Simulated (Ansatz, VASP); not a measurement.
## Co in VASP and in Ansatz

```
Co
1.0
     2.49304    0.00000    0.00000
    -1.24652    2.15904    0.00000
     0.00000    0.00000   24.07390
Co
5
Direct
  0.00000 0.00000 0.33395
  0.33333 0.66667 0.41554
  0.00000 0.00000 0.50000
  0.33333 0.66667 0.58446
  0.00000 0.00000 0.66605
```

Alike in both runs: task single point; functional PBE; k mesh 15 × 15 × 1; occupations fermi-dirac, width 0.1 eV; collinear spin.

```csv
,VASP,Ansatz
version,VASP 6.6.1,Ansatz 0.2.0
potentials or method,"VASP PAW PBE potentials, release 64 (Co)","PAW with Ansatz's default frozen-core files, scalar-relativistic"
plane-wave cutoff (eV),520,420
valence electrons in the cell,45,85
```

```csv
,VASP,Ansatz,Ansatz less VASP
rms of the force components (eV/Å),0.012,0.000,-0.0124
net moment per atom (μB),1.67,1.67,+0.004
size of the moment on the site where the two differ most (μB),1.66,1.73,+0.062
```

Site moments also hang on the region over which each program counts them. Atom by atom the forces differ by 0.012 eV/Å (rms over components). VASP's potentials hold 45 valence electrons a cell and Ansatz's 85, so a difference there can come from the potentials and not from the codes. Ansatz's warnings: slab cell height set, structure snapped to symmetry, xc potential rough in thin density.
